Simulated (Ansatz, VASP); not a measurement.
## Eu: VASP beside Ansatz

Contents of INCAR:

```
SYSTEM = Eu
PREC = Accurate ; ENCUT = 520
EDIFF = 1E-6 ; ISMEAR = -1
SIGMA = 0.1 ; LREAL = .FALSE.
LASPH = .TRUE. ; NELM = 150
ALGO = Normal ; ISIF = 2
LWAVE = .FALSE. ; LCHARG = .FALSE.
ISPIN = 2 ; MAGMOM = 7 7
LORBIT = 11 ; LMAXMIX = 6
GGA = PE ; NBANDS = 28
```

The input KPOINTS:

```
regular mesh
0
G
  12 12 7
  0 0 0
```

Contents of POSCAR:

```
Eu
1.0
    3.7195083435      0.0000000000      0.0000000000
   -1.8597541718      3.2211887151      0.0000000000
    0.0000000000      0.0000000000      5.9763913298
Eu
2
Direct
    0.3333333333      0.6666666667      0.2500000000
    0.6666666667      0.3333333333      0.7500000000
```

Input for Ansatz:

```yaml
crystal:
  lattice:
    - [3.7195083435, 0.0, 0.0]
    - [-1.8597541718, 3.2211887151, 0.0]
    - [0.0, 0.0, 5.9763913298]
  atoms:
    - { symbol: Eu, position: [0.3333333333, 0.6666666667, 0.25], spin: 7.0 }
    - { symbol: Eu, position: [0.6666666667, 0.3333333333, 0.75], spin: 7.0 }
magnetization:
  spin_polarized: true
kpoints:
  mp_grid: { grid: [12, 12, 7] }
scf:
  occupations: { method: fermi_dirac, width: 0.1 }
hamiltonian:
  xc: pbe
  pseudopotentials: { kind: all_electron, lapw: { basis_error: 0.001 } }
output:
  forces: true
  stress: true
  eigenvalues: true
  populations: true
```

Change from the starting cell: volume scaled by 0.85, LAPW.

Alike in both runs: task single point; functional PBE; k mesh 12 × 12 × 7; occupations fermi-dirac, width 0.1 eV; collinear spin.

|  | VASP | Ansatz |
| --- | --- | --- |
| version | VASP 6.6.1 | Ansatz 0.2.0 |
| potentials or method | VASP PAW PBE potentials, release 64 (Eu), cutoff 520 eV | all-electron LAPW, scalar-relativistic |

Ansatz gave:

```
pressure (GPa)                                                : 3.1
net moment per atom (μB)                                      : 7.46
size of the moment on the site where the two differ most (μB) : 7.25
```

What did VASP give for the same quantities?

Pressure (GPa): 2.8; net moment per atom (μB): 7.45; size of the moment on the site where the two differ most (μB): 6.71.

Site moments also hang on the region over which each program counts them. Ansatz ran all-electron here, and VASP with PAW potentials.

Spin-orbit coupling is off throughout.
